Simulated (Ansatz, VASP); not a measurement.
# One calculation of WSe3, two programs

The input INCAR:

```
ALGO     = Normal         # electronic algorithm
EDIFF    = 1E-7           # SCF threshold, eV
EDIFFG   = -0.04          # ionic threshold
ENCUT    = 600            # plane-wave cutoff, eV
GGA      = PE             # functional
IBRION   = 2              # ionic algorithm
ISIF     = 3              # what is computed and relaxed
ISMEAR   = 0              # smearing method
ISPIN    = 2              # spin polarisation
LASPH    = T              # aspherical terms in the spheres
LCHARG   = F              # write CHGCAR
LMAXMIX  = 4              # l up to which the mixer works
LORBIT   = 11             # projections on sites
LREAL    = F              # projectors in reciprocal space
LWAVE    = F              # write WAVECAR
MAGMOM   = 0 0 0 0 0 0 0 0 # initial moments
NELM     = 150            # most SCF steps
NSW      = 90             # ionic steps
PREC     = Accurate       # precision mode
SIGMA    = 0.1            # smearing width, eV
```

The input KPOINTS:

```
k-points
0
Gamma
  6 3 3
```

Contents of POSCAR:

```
WSe3
1.0
    0.0000000000      0.0000000000      3.0682910169
    9.3672261599      0.0000000042      0.0000000000
   -4.6836130836      8.1122558154      0.0000000000
W Se
2 6
Direct
    0.2500000000      0.6666666667      0.3333333333
    0.7500000000      0.3333333333      0.6666666667
    0.7500000000      0.4214365945      0.2107182973
    0.7500000000      0.7892817027      0.2107182973
    0.7500000000      0.7892817027      0.5785634055
    0.2500000000      0.5785634055      0.7892817027
    0.2500000000      0.2107182973      0.7892817027
    0.2500000000      0.2107182973      0.4214365945
```

Input for Ansatz:

```yaml
crystal:
  lattice:
    - [0.0, 0.0, 3.0682910169]
    - [9.3672261599, 4.2e-09, 0.0]
    - [-4.6836130836, 8.1122558154, 0.0]
  atoms:
    - { symbol: W, position: [0.25, 0.6666666667, 0.3333333333] }
    - { symbol: W, position: [0.75, 0.3333333333, 0.6666666667] }
    - { symbol: Se, position: [0.75, 0.4214365945, 0.2107182973] }
    - { symbol: Se, position: [0.75, 0.7892817027, 0.2107182973] }
    - { symbol: Se, position: [0.75, 0.7892817027, 0.5785634055] }
    - { symbol: Se, position: [0.25, 0.5785634055, 0.7892817027] }
    - { symbol: Se, position: [0.25, 0.2107182973, 0.7892817027] }
    - { symbol: Se, position: [0.25, 0.2107182973, 0.4214365945] }
basis:
  ecutwfc: 420
kpoints:
  mp_grid: { grid: [6, 3, 3] }
hamiltonian:
  xc: pbe
scf:
  occupations: { method: gaussian, width: 0.1 }
  lower_state_search: "off"
output:
  forces: true
  stress: true
  eigenvalues: true
  populations: true
magnetization:
  spin_polarized: true
relax:
  adjacent_minimum: "off"
  f_tol: 0.04
  max_steps: 70
  cell: { stress_tol: 0.4 }
```

Change from the starting cell: species swapped into the Fe3Re type (P6_3/mmc, No. 194).

Alike in both runs: task relaxation of cell and atoms; functional PBE; k mesh 6 × 3 × 3; occupations gaussian, width 0.1 eV; collinear spin.

|  | VASP | Ansatz |
| --- | --- | --- |
| version | VASP 6.6.1 | Ansatz 0.2.0 |
| potentials or method | VASP PAW PBE potentials, release 64 (W_sv, Se), cutoff 600 eV | scalar-relativistic, plane waves, PAW |
| valence electrons in the cell | 64 | 124 |

Ansatz gave:

| Property | Result |
| --- | --- |
| gap on the k mesh at the Fermi level, each at its own relaxed structure (eV) | 0.15 |
| relaxed volume (Å³/atom) | 33.54 |
| relaxed length of the cell vector where the two differ most in proportion (Å) | 10.065 |

Q: Which values does VASP return?

A: gap on the k mesh at the Fermi level, each at its own relaxed structure (eV): 0.15; relaxed volume (Å³/atom): 33.44; relaxed length of the cell vector where the two differ most in proportion (Å): 10.050.

VASP's potentials hold 64 valence electrons a cell and Ansatz's 124, so a difference there can come from the potentials and not from the codes. Ansatz's warnings: no starting moments.

Spin-orbit coupling is off throughout.
